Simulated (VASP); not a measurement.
# WSe2 (Pm) in VASP: a series of runs

The runs below take WSe2 through single point, with PBE+D3(BJ).

All numbers are computed with VASP 6.6.1; they aren't measurements. Logs are shortened: lines on timing, memory, paths and dates and some standing lists are left out, and cuts for length are marked.

## (1) The cell of the first run

The structure is monoclinic, space group Pm (No. 6). Conventional cell: a = 3.279 Å, b = 12.789 Å, c = 3.279 Å, α = 90.00°, β = 120.00°, γ = 90.00°. W (site symmetry m) has 6 Se at 2.49 to 2.60 Å and 6 W at 3.28 Å within 3.3 Å. W (site symmetry m) has 6 Se at 2.53 Å and 6 W at 3.28 Å within 3.3 Å. Within 3.4 Å of Se (site symmetry 1) lie 3 W at 2.53 Å and 7 Se at 3.28 to 3.37 Å. Within 3.4 Å of Se (site symmetry 1) lie 3 W at 2.49 to 2.60 Å and 7 Se at 3.28 to 3.37 Å.

## (2) Single point, PBE+D3(BJ) (atoms displaced along a vibrational mode)

INCAR

```
SYSTEM = WSe2
  PREC = Accurate
  ENCUT = 520
  EDIFF = 1E-6
  ISMEAR = 0
  SIGMA = 0.05
  LREAL = .FALSE.
  LASPH = .TRUE.
  NELM = 60
  ALGO = Normal
  ISIF = 2
  LWAVE = .FALSE.
  LCHARG = .TRUE.
  GGA = PE
  IVDW = 12
  LELF = .TRUE.
  LVHAR = .TRUE.
  NBANDS = 35
```

KPOINTS

```
Automatic mesh
0
G
  12 12 2
  0 0 0
```

POSCAR

```
WSe2
1.0
    3.2790275604      0.0000000000      0.0000000000
   -1.6395137802      2.8397211670      0.0000000000
    0.0000000000      0.0000000000     12.7886113462
W Se
2 4
Direct
    0.3479041481      0.6773332434      0.2500000000
    0.6666698564      0.3333356684      0.7500000000
    0.3333770123      0.6666986419      0.6182912225
    0.6496592605      0.3208830479      0.1182912225
    0.3333770123      0.6666986419      0.8817087775
    0.6496592605      0.3208830479      0.3817087775
```

Potentials or basis: VASP PAW PBE potentials, release 64 (W_sv, Se).

Started as:

```sh
$ cat potpaw_PBE.64/W_sv/POTCAR potpaw_PBE.64/Se/POTCAR > POTCAR
$ mpirun -np 1 vasp_std > vasp.out
```

OUTCAR:

```text
SYSTEM = WSe2
   PREC = Accurate
   ENCUT = 520
   EDIFF = 1E-6
   ISMEAR = 0
   LREAL = .FALSE.
   LASPH = .TRUE.
   NELM = 60
   ISIF = 2
   GGA = PE
   IVDW = 12
 IVDW          = 12

 ion  position               nearest neighbor table
   1  0.348  0.677  0.250-   4 2.49   6 2.49   4 2.52   6 2.52   4 2.60   6 2.60
   2  0.667  0.333  0.750-   3 2.53   5 2.53   3 2.53   5 2.53   3 2.53   5 2.53
   3  0.333  0.667  0.618-   2 2.53   2 2.53   2 2.53
   4  0.650  0.321  0.118-   1 2.49   1 2.52   1 2.60
   5  0.333  0.667  0.882-   2 2.53   2 2.53   2 2.53
   6  0.650  0.321  0.382-   1 2.49   1 2.52   1 2.60

  LATTYP: Found a hexagonal cell.
 ALAT       =     3.2790275604
 C/A-ratio  =     3.9001231648

  Lattice vectors:

 A1 = (   3.2790275604,   0.0000000000,   0.0000000000)
 A2 = (  -1.6395137802,   2.8397211670,   0.0000000000)
 A3 = (   0.0000000000,   0.0000000000,  12.7886113462)

Analysis of symmetry for initial positions (statically):
=====================================================================
 Subroutine PRICEL returns:
 Original cell was already a primitive cell.

 Routine SETGRP: Setting up the symmetry group for a
 hexagonal supercell.

 Subroutine GETGRP returns: Found  2 space group operations
 (whereof  1 operations were pure point group operations)
 out of a pool of 24 trial point group operations.

The static configuration has the point symmetry C_1 .
 The point group associated with its full space group is C_1h.

Analysis of symmetry for dynamics (positions and initial velocities):
=====================================================================
 Subroutine PRICEL returns:
 Original cell was already a primitive cell.

 Routine SETGRP: Setting up the symmetry group for a
 hexagonal supercell.

 Subroutine GETGRP returns: Found  2 space group operations
 (whereof  1 operations were pure point group operations)
 out of a pool of 24 trial point group operations.

The dynamic configuration has the point symmetry C_1 .
 The point group associated with its full space group is C_1h.

 Subroutine INISYM returns: Found  2 space group operations
 (whereof  1 operations are pure point group operations),
 and found     1 'primitive' translations

----------------------------------------------------------------------------------------

                                     Primitive cell

  volume of cell :     119.0815

  direct lattice vectors                    reciprocal lattice vectors
     3.279027560  0.000000000  0.000000000     0.304968464  0.176073625  0.000000000
    -1.639513780  2.839721167  0.000000000     0.000000000  0.352147250  0.000000000
     0.000000000  0.000000000 12.788611346     0.000000000  0.000000000  0.078194573

  length of vectors
     3.279027560  3.279027560 12.788611346     0.352147250  0.352147250  0.078194573

  position of ions in fractional coordinates (direct lattice)
     0.347904148  0.677333243  0.250000000
     0.666669856  0.333335668  0.750000000
     0.333377012  0.666698642  0.618291222
     0.649659261  0.320883048  0.118291222
     0.333377012  0.666698642  0.881708778
     0.649659261  0.320883048  0.381708778

  ion indices of the primitive-cell ions
   primitive index   ion index
                 1           1
                 2           2
                 3           3
                 4           4
                 5           5
                 6           6

----------------------------------------------------------------------------------------

 KPOINTS: Automatic mesh

Automatic generation of k-mesh.
 Grid dimensions read from file:
 generate k-points for:   12   12    2

 Generating k-lattice:

  Cartesian coordinates                     Fractional coordinates (reciprocal lattice)
     0.025414039  0.014672802  0.000000000     0.083333333  0.000000000  0.000000000
     0.000000000  0.029345604  0.000000000     0.000000000  0.083333333  0.000000000
     0.000000000  0.000000000  0.039097286     0.000000000  0.000000000  0.500000000

  Length of vectors
     0.029345604  0.029345604  0.039097286

  Shift w.r.t. Gamma in fractional coordinates (k-lattice)
     0.000000000  0.000000000  0.000000000

 Subroutine IBZKPT returns following result:
 ===========================================

 Found    148 irreducible k-points:

 Following reciprocal coordinates:
            Coordinates               Weight
  0.000000  0.000000  0.000000      1.000000
  0.083333  0.000000  0.000000      2.000000
  0.000000  0.083333  0.000000      2.000000
 -0.083333  0.083333  0.000000      2.000000
  0.166667  0.000000  0.000000      2.000000
  0.000000  0.166667  0.000000      2.000000
[... 16 lines left out ...]
  0.166667  0.083333  0.000000      2.000000
 -0.083333  0.250000  0.000000      2.000000
 [... further k-points ...]
   k-points           NKPTS =    148   k-points in BZ     NKDIM =    148   number of bands    NBANDS=     35
   number of dos      NEDOS =    301   number of ions     NIONS =      6
   total plane-waves  NPLWV =  55296
   dimension x,y,z NGX =    24 NGY =   24 NGZ =   96
   dimension x,y,z NGXF=    48 NGYF=   48 NGZF=  192
   ions per type =               2   4
   NGX,Y,Z   is equivalent  to a cutoff of  12.17, 12.17, 12.48 a.u.
   NGXF,Y,Z  is equivalent  to a cutoff of  24.34, 24.34, 24.96 a.u.
 SYSTEM =  WSe2
   PREC   = accura    normal or accurate (medium, high low for compatibility)
   ISTART =      0    job   : 0-new  1-cont  2-samecut
   ICHARG =      2    charge: 1-file 2-atom 10-const
   ISPIN  =      1    spin polarized calculation?
   LNONCOLLINEAR =      F non collinear calculations
   LSORBIT =      F    spin-orbit coupling
   LASPH  =      T    aspherical Exc in radial PAW
   ENCUT  =  520.0 eV  38.22 Ry    6.18 a.u.   6.10  6.10 23.78*2*pi/ulx,y,z
   NELM   =     60;   NELMIN=  2; NELMDL= -5     # of ELM steps
   EDIFF  = 0.1E-05   stopping-criterion for ELM
   LREAL  =      F    real-space projection
   EDIFFG = 0.1E-04   stopping-criterion for IOM
   NSW    =      0    number of steps for IOM
   IBRION =     -1    ionic relax: 0-MD 1-quasi-New 2-CG
   NFREE  =      0    steps in history (QN), initial steepest desc. (CG)
   ISIF   =      2    stress and relaxation
   ISYM   =      2    0-nonsym 1-usesym 2-fastsym
   POTIM  = 0.5000    time-step for ionic-motion
   TEBEG  =    0.0;   TEEND  =   0.0 temperature during run
   PSTRESS=    0.0 pullay stress
   NELECT =      52.0000    total number of electrons
   NUPDOWN=      -1.0000    fix difference up-down
   EMIN   =  10.00;   EMAX   =-10.00  energy-range for DOS
   EFERMI =   0.00;   METHOD = LEGACY
   ISMEAR =     0;   SIGMA  =   0.05  broadening in eV -4-tet -1-fermi 0-gaus
   EFERMI_NEDOS =   21; number of points for ismear=-14 and -15
   IALGO  =     38    algorithm
   IMIX   =      4    mixing-type and parameters
     AMIX     =   0.40;   BMIX     =  1.00
     AMIX_MAG =   1.60;   BMIX_MAG =  1.00
  volume/ion in A,a.u.               =      19.85       133.93
  Fermi-wavevector in a.u.,A,eV,Ry     =   1.242018  2.347074 20.988466  1.542609
  Thomas-Fermi vector in A             =   2.376391
   LORBIT       =      0    0 simple, 1 ext, 2 COOP (PROOUT), +10 PAW based schemes
   GGA     = PE    functional components
   LHFCALC =     F    Hartree Fock is set to
   AEXX    =    0.0000 exact exchange contribution
   IVDW    =    12    specifies the selected vdW correction
   LEPSILON=     F    determine dielectric tensor
   LRPA    =     F    only Hartree local field effects (RPA)
 non-spin polarized calculation
 Gauss-broadening in eV      SIGMA  =   0.05
  energy-cutoff  :      520.00
  volume of cell :      119.08
 maximum number of plane-waves:      3248
   NGX = 13   NGY = 13   NGZ = 47

 number of electron      51.9999993 magnetization

 Free energy of the ion-electron system (eV)
  ---------------------------------------------------
  ext. energy  EPLUGINS =         0.00000000
  ---------------------------------------------------
  free energy    TOTEN  =       -42.99937123 eV

  energy without entropy =      -42.99937123  energy(sigma->0) =      -42.99937123

 E-fermi :   6.7409     XC(G=0): -10.8972

 val. band max:        6.5183892339   @ k =   0.0000   0.0000   0.0000
 cond. band min:       7.3817984695   @ k =  -0.3333   0.1667   0.0000
 fundamental gap:      0.8634092356
 Fermi energy:         6.7408739153

 k-point     1 :       0.0000    0.0000    0.0000
  band No.  band energies     occupation
      1     -67.8195      2.00000
      2     -67.8149      2.00000
      3     -32.0719      2.00000
      4     -32.0702      2.00000
      5     -31.9402      2.00000
      6     -31.9333      2.00000
[... 27 lines left out ...]
     34       9.6282      0.00000
     35      11.1260      0.00000

 k-point     2 :       0.0833    0.0000    0.0000
  band No.  band energies     occupation
      1     -67.8188      2.00000
      2     -67.8142      2.00000
      3     -32.0689      2.00000
      4     -32.0671      2.00000
      5     -31.9493      2.00000
      6     -31.9443      2.00000
[... 27 lines left out ...]
     34       9.7707      0.00000
     35      11.7383      0.00000

 k-point     3 :       0.0000    0.0833    0.0000
  band No.  band energies     occupation
      1     -67.8188      2.00000
      2     -67.8142      2.00000
      3     -32.0687      2.00000
      4     -32.0671      2.00000
      5     -31.9554      2.00000
      6     -31.9496      2.00000
[... 27 lines left out ...]
     34       9.4946      0.00000
     35      11.7201      0.00000
[... 723 lines left out ...]
 k-point    23 :       0.1667    0.0833    0.0000
  band No.  band energies     occupation
      1     -67.8151      2.00000
      2     -67.8106      2.00000
      3     -32.0535      2.00000
      4     -32.0513      2.00000
      5     -32.0289      2.00000
      6     -32.0183      2.00000
[... 27 lines left out ...]
     34      10.4262      0.00000
     35      13.1441      0.00000

 k-point    24 :      -0.0833    0.2500    0.0000
  band No.  band energies     occupation
      1     -67.8151      2.00000
      2     -67.8105      2.00000
      3     -32.0523      2.00000
      4     -32.0513      2.00000
      5     -32.0380      2.00000
      6     -32.0291      2.00000
[... 27 lines left out ...]
     34      10.3441      0.00000
     35      13.1441      0.00000

 [... further k-points ...]

------------------------ aborting loop because EDIFF is reached ----------------------------------------

 Edisp (eV)   -2.85287

 E8    (eV) :    -1.2725

  FORCE on cell =-STRESS in cart. coord.  units (eV):
  Direction    XX          YY          ZZ          XY          YZ          ZX
  --------------------------------------------------------------------------------------
  -------------------------------------------------------------------------------------
  Total      -0.19304     0.79902     0.60508    -0.50776     0.00000     0.00000
  in kB      -2.59726    10.75037     8.14108    -6.83167     0.00000     0.00000
  external pressure =        5.43 kB  Pullay stress =        0.00 kB

 VOLUME and BASIS-vectors are now :
 -----------------------------------------------------------------------------
  energy-cutoff  :      520.00
  volume of cell :      119.08
      direct lattice vectors                 reciprocal lattice vectors
     3.279027560  0.000000000  0.000000000     0.304968464  0.176073625  0.000000000
    -1.639513780  2.839721167  0.000000000     0.000000000  0.352147250  0.000000000
     0.000000000  0.000000000 12.788611346     0.000000000  0.000000000  0.078194573

 POSITION                                       TOTAL-FORCE (eV/Angst)
 -----------------------------------------------------------------------------------
      0.03029      1.92344      3.19715        -1.157357     -1.205133      0.000000
      1.63952      0.94658      9.59146        -0.000585     -0.000906      0.000000
      0.00009      1.89324      7.90709        -0.001617     -0.001261     -0.047206
      1.60416      0.91122      1.51278         0.580588      0.604281     -0.141492
      0.00009      1.89324     11.27583        -0.001617     -0.001261      0.047206
      1.60416      0.91122      4.88153         0.580588      0.604281      0.141492
 -----------------------------------------------------------------------------------
    total drift:                                0.000042      0.000121     -0.000000

  FREE ENERGIE OF THE ION-ELECTRON SYSTEM (eV)
  ---------------------------------------------------
  free  energy   TOTEN  =       -45.8522412637 eV

  energy  without entropy=      -45.8522412637  energy(sigma->0) =      -45.85224126
```

It took 6.2 min on 1 thread of Intel Xeon Platinum 8259CL at 2.50GHz (Skylake/Cascade Lake), shared host; peak memory 0.59 GiB.

What came out:

```yaml
Free_energy: -45.8522 eV
Pressure: 0.5 GPa
Largest_force: 1.671 eV/Å
Band_gap_on_the_k_mesh: 0.86 eV (least direct gap 1.55 eV)
Dispersion_energy_per_atom: -0.475 eV
```

Forces in eV/Å, atoms in the order of the input:
```
W   -1.157 -1.205  0.000
W   -0.001 -0.001  0.000
Se  -0.002 -0.001 -0.047
Se   0.581  0.604 -0.141
Se  -0.002 -0.001  0.047
Se   0.581  0.604  0.141
```

Stress tensor (GPa, compression positive):
```
-0.26 -0.68  0.00
-0.68  1.08  0.00
 0.00  0.00  0.81
```

Caveat: the cell differs from its parent crystal (atoms displaced along a vibrational mode); spin-orbit coupling is left out, which moves the levels of the heavy elements; forces of over 1 eV/Å act on the atoms, so gaps and moduli don't describe the material at rest. A k mesh can miss the band edges.

(Continued in part 2 of 2.)
